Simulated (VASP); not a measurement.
A run of VASP 6.6.1 is set up as follows.

The input INCAR:

```
SYSTEM = SiNi
PREC = Accurate
ENCUT = 520
EDIFF = 1E-6
ISMEAR = -1
SIGMA = 0.05
LREAL = .False.
LASPH = .True.
NELM = 150
ALGO = Normal
ISIF = 2
LWAVE = .False.
LCHARG = .True.
ISPIN = 2
MAGMOM = 1 1 0 0
LORBIT = 11
LMAXMIX = 4
LDAU = .True.
LDAUTYPE = 2
LDAUL = 2 -1
LDAUU = 2 0
LDAUJ = 0 0
LDAUPRINT = 1
GGA = PS
LELF = .True.
LVHAR = .True.
NBANDS = 26
```

Contents of KPOINTS:

```
regular mesh
0
Gamma
  9 8 6
  0 0 0
```

Contents of POSCAR:

```
SiNi
1.0
    2.9427706600      0.0000000000      0.0000000000
    0.0000000000      3.2803255400      0.0000000000
    0.0000000000      0.0000000000      4.6774467600
Ni Si
2 2
Direct
    0.5000000000      0.5000000000      0.3424955900
    0.0000000000      0.0000000000      0.6575044100
    0.5000000000      0.5000000000      0.8431431600
    0.0000000000      0.0000000000      0.1568568400
```

Potentials or basis: VASP PAW PBE potentials, release 64 (Ni, Si).

Launch:

```console
$ cat potpaw_PBE.64/Ni/POTCAR potpaw_PBE.64/Si/POTCAR > POTCAR
$ mpirun -np 1 vasp_std > vasp.out
```

Q: Estimate the largest force.

A: 0.213 eV/Å.

Q: Predict the band gap on the k mesh.

A: Zero (filled and empty bands overlap).

Forces on the atoms (eV/Å):
```
Ni   0.000  0.000  0.065
Ni   0.000  0.000 -0.065
Si   0.000  0.000 -0.213
Si   0.000  0.000  0.213
```

Caveat: the PAW data sets were made with another functional, which shifts forces and pressure a little; the U is typed as a test and isn't derived for this compound. The state reached can hang on the start; a lower one may exist.
